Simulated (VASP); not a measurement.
Here is a VASP 6.6.1 calculation.

The input INCAR:

```
  PREC = Accurate
  ENCUT = 520
  EDIFF = 1E-6
  ISMEAR = 0
  SIGMA = 0.1
  LREAL = F
  LASPH = T
  NELM = 60
  ALGO = Normal
  ISIF = 2
  LWAVE = F
  LCHARG = T
  GGA = PS
  LELF = T
  LVHAR = T
  NBANDS = 16
  ISYM = 0
```

KPOINTS

```
Automatic mesh
0
Gamma
  12 7 23
```

Contents of POSCAR:

```
WC
1.0
    2.8276119072      0.0000000000      0.0000000000
    0.0000000000      5.0201997305      0.0000000000
    0.0000000000      2.5100998652      1.4492068329
W C
1 1
Direct
    0.0000000000      0.0000000000      0.0000000000
    0.5000000000      0.3333333333      0.0000000000
```

Potentials or basis: VASP PAW PBE potentials, release 64 (W_sv, C).

Run with:

```bash
$ cat potpaw_PBE.64/W_sv/POTCAR potpaw_PBE.64/C/POTCAR > POTCAR
$ mpirun -np 1 vasp_std > vasp.out
```

**Question.** What does it give for the band gap on the k mesh?

**Answer.** Zero (bands 9 and 10 overlap by 1.29 eV).

**Question.** Predict the pressure.

**Answer.** 1.3 GPa.

Stress tensor (GPa, compression positive):
```
 1.34  0.00  0.00
 0.00  1.37 -0.16
 0.00 -0.16  1.17
```

Caveat: the PAW data sets were made with another functional, which shifts forces and pressure a little; spin-orbit coupling is left out, which moves the levels of the heavy elements.
